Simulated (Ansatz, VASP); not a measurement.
## Two plane-wave programs on CaO

INCAR

```
PREC = Accurate ; ENCUT = 520
EDIFF = 1E-6 ; ISMEAR = 0
SIGMA = 0.05 ; LREAL = False
LASPH = True ; NELM = 80
ALGO = Normal ; ISIF = 2
LWAVE = False ; LCHARG = False
GGA = PE ; NBANDS = 24
```

KPOINTS

```
regular mesh
0
Gamma
  9 9 6
```

File POSCAR:

```
CaO
1.0
    3.9687273644      0.0000000000      0.0000000000
   -1.9843636822      3.4370187183      0.0000000000
    0.0000000000      0.0000000000      4.7646032071
Ca O
2 2
Direct
    0.3333333333      0.6666666667      0.7500000000
    0.6666666667      0.3333333333      0.2500000000
    0.3333333333      0.6666666667      0.2500000000
    0.6666666667      0.3333333333      0.7500000000
```

Input for Ansatz:

```yaml
crystal:
  lattice:
    - [3.9687273644, 0.0, 0.0]
    - [-1.9843636822, 3.4370187183, 0.0]
    - [0.0, 0.0, 4.7646032071]
  atoms:
    - { symbol: Ca, position: [0.3333333333, 0.6666666667, 0.75] }
    - { symbol: Ca, position: [0.6666666667, 0.3333333333, 0.25] }
    - { symbol: O, position: [0.3333333333, 0.6666666667, 0.25] }
    - { symbol: O, position: [0.6666666667, 0.3333333333, 0.75] }
basis:
  ecutwfc: 520.0
kpoints:
  mp_grid: { grid: [9, 9, 6] }
hamiltonian:
  xc: pbe
scf:
  occupations: { method: gaussian, width: 0.05 }
output:
  forces: true
  stress: true
  eigenvalues: true
```

Alike in both runs: task single point; functional PBE; k mesh 9 × 9 × 6; occupations gaussian, width 0.05 eV; no spin polarisation.

|  | VASP | Ansatz |
| --- | --- | --- |
| version | VASP 6.6.1 | Ansatz 0.2.0 |
| potentials or method | VASP PAW PBE potentials, release 64 (Ca_sv, O), cutoff 520 eV | scalar-relativistic, plane waves, PAW |
| valence electrons in the cell | 32 | 32 |

Ansatz gave:

| Item | Value |
| --- | --- |
| gap on the k mesh at the Fermi level (eV) | 3.24 |
| least direct gap on the mesh (eV) | 3.24 |
| pressure (GPa) | 2.5 |
| traceless stress, the component that is largest in VASP (GPa) | 0.20 |

Question: Which values does VASP return?

Answer: gap on the k mesh at the Fermi level (eV): 3.22; least direct gap on the mesh (eV): 3.22; pressure (GPa): 3.0; traceless stress, the component that is largest in VASP (GPa): 0.21.
